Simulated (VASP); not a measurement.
A run of VASP 6.6.1 is set up as follows.

The input POSCAR:

```
BiS
1.0
    4.0029443400      0.0000000000      0.0000000000
    0.0000000000      4.0029443400      0.0000000000
    0.0000000000      0.0000000000      4.0029443400
Bi S
1 1
Direct
    0.5000000000      0.5000000000      0.5000000000
    0.0000000000      0.0000000000      0.0000000000
```

File INCAR.step1:

```
SYSTEM = BiS
  ALGO = Normal
  EDIFF = 1E-5
  ENCUT = 520
  GGA = PE
  ISIF = 2
  ISMEAR = -1
  LASPH = .TRUE.
  LCHARG = .FALSE.
  LREAL = .FALSE.
  LWAVE = .TRUE.
  NBANDS = 18
  NELM = 100
  PREC = Accurate
  SIGMA = 0.05
```

INCAR.step2

```
SYSTEM = BiS
  AEXX = 0.2
  AGGAC = 0.81
  AGGAX = 0.72
  ALDAC = 0.19
  ALGO = Normal
  EDIFF = 1E-6
  ENCUT = 520
  GGA = B3
  ISIF = 2
  ISMEAR = -1
  ISTART = 1
  LASPH = .TRUE.
  LCHARG = .FALSE.
  LHFCALC = .TRUE.
  LREAL = .FALSE.
  LWAVE = .FALSE.
  NBANDS = 18
  NELM = 100
  PREC = Accurate
  PRECFOCK = Normal
  SIGMA = 0.05
```

KPOINTS

```
k-points
0
G
  4 4 4
  0 0 0
```

Potentials or basis: VASP PAW PBE potentials, release 64 (Bi_d, S).

Run with:

```bash
$ cat potpaw_PBE.64/Bi_d/POTCAR potpaw_PBE.64/S/POTCAR > POTCAR
$ cp INCAR.step1 INCAR
$ mpirun -np 1 vasp_std > vasp.out
$ cp INCAR.step2 INCAR
$ mpirun -np 1 vasp_std > vasp.out
```

(1) Predict the band gap on the k mesh.

(2) Estimate the pressure.

## Answers

(1) zero (an odd number of electrons rules out a gap without spin polarisation).

(2) -10.5 GPa.

Caveat: the k points lie up to 0.39 Å⁻¹ apart, too coarse for converged energies and pressures of a metal; the PAW data sets were made with another functional, which shifts forces and pressure a little; spin-orbit coupling is left out, which moves the levels of the heavy elements; an odd number of electrons without spin polarisation forces a metal; a magnetic or distorted state may lie lower.
